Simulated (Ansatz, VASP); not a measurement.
# Ni: VASP beside Ansatz

```xyz
3
Lattice="2.4880 0.0000 0.0000 0.0000 3.5186 0.0000 0.0000 0.0000 18.4880" Properties=species:S:1:pos:R:3 pbc="T T T"
Ni    0.0000    0.0000    8.0920
Ni    1.2440    1.7593    9.2440
Ni    0.0000    0.0000   10.3960
```

Alike in both runs: functional PBE; k mesh 15 × 10 × 1; occupations fermi-dirac, width 0.05 eV; collinear spin.

Ansatz relaxed the structure, and its values are those at the end. VASP's run is a single point on that final structure, the one shown.

|  | VASP | Ansatz |
| --- | --- | --- |
| version | VASP 6.6.1 | Ansatz 0.2.0 |
| potentials or method | VASP PAW PBE potentials, release 64 (Ni) | PAW with Ansatz's default frozen-core files, scalar-relativistic |
| plane-wave cutoff (eV) | 520 | 420 |
| valence electrons in the cell | 30 | 54 |

```csv
,VASP,Ansatz,Ansatz less VASP
net moment per atom (μB),0.77,0.78,+0.011
size of the moment on the site where the two differ most (μB),0.66,0.70,+0.041
```

Site moments also hang on the region over which each program counts them. With one functional, cell and mesh, what is left measures potentials, basis and numerics. VASP's potentials hold 30 valence electrons a cell and Ansatz's 54, so a difference there can come from the potentials and not from the codes. Ansatz's warnings: stress scf threshold loose.
